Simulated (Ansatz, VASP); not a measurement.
# One calculation of Nb, two programs

POSCAR

```
Nb
1.0
    2.7196400000      0.0000000000      0.0000000000
    0.0000000000      2.7196400000      0.0000000000
    0.0000000000      0.0000000000      2.7196400000
Nb
1
Direct
    0.5000000000      0.5000000000      0.5000000000
```

File INCAR.step1:

```
PREC = Accurate
ENCUT = 600
EDIFF = 1E-5
ISMEAR = -1
SIGMA = 0.05
LREAL = F
LASPH = T
NELM = 60
ALGO = Normal
LWAVE = T
LCHARG = F
GGA = PE
NBANDS = 12
```

File INCAR.step2:

```
PREC = Accurate
ENCUT = 600
EDIFF = 1E-7
ISMEAR = -1
SIGMA = 0.05
LREAL = F
LASPH = T
NELM = 60
ALGO = Normal
ISIF = 3
LWAVE = F
LCHARG = F
GGA = PE
LHFCALC = T
HFSCREEN = 0.2079
PRECFOCK = Normal
IBRION = 2
NSW = 60
EDIFFG = -0.01
ISTART = 1
```

The input KPOINTS:

```
Automatic mesh
0
Gamma
  5 5 5
```

File input:

```
crystal:
  lattice:
    - [2.71964, 0.0, 0.0]
    - [0.0, 2.71964, 0.0]
    - [0.0, 0.0, 2.71964]
  atoms:
    - { symbol: Nb, position: [0.5, 0.5, 0.5] }
hamiltonian:
  xc: hse06
  pseudopotentials: { kind: paw }
kpoints:
  mp_grid: { grid: [5, 5, 5] }
scf:
  occupations: { method: fermi_dirac, width: 0.05 }
output:
  forces: true
  stress: true
  eigenvalues: true
relax:
  f_tol: 0.01
  max_steps: 40
  cell: { stress_tol: 0.05 }
```

Alike in both runs: task relaxation of cell and atoms; functional HSE06; k mesh 5 × 5 × 5; occupations fermi-dirac, width 0.05 eV; no spin polarisation.

```csv
,VASP,Ansatz
version,VASP 6.6.1,Ansatz 0.2.0
potentials or method,"VASP PAW PBE potentials, release 64 (Nb_sv)",Ansatz PAW
plane-wave cutoff (eV),600,420
valence electrons in the cell,13,13
```

|  | VASP | Ansatz | Ansatz less VASP |
| --- | --- | --- | --- |
| gap on the k mesh at the Fermi level, each at its own relaxed structure (eV) | none | none | - |
| relaxed volume (Å³/atom) | 20.90 | 20.93 | +0.037 |
| relaxed cell length with the largest relative difference (Å) | 2.754 | 2.756 | +0.0016 |

A gap of «none» marks a metal or a gap that the smearing closes.

The k mesh is coarse, so the values compare programs but aren't converged. Noted on Ansatz's run: the plane-wave basis is chosen anew once the cell has moved, so the energies of steps on either side of that aren't comparable.
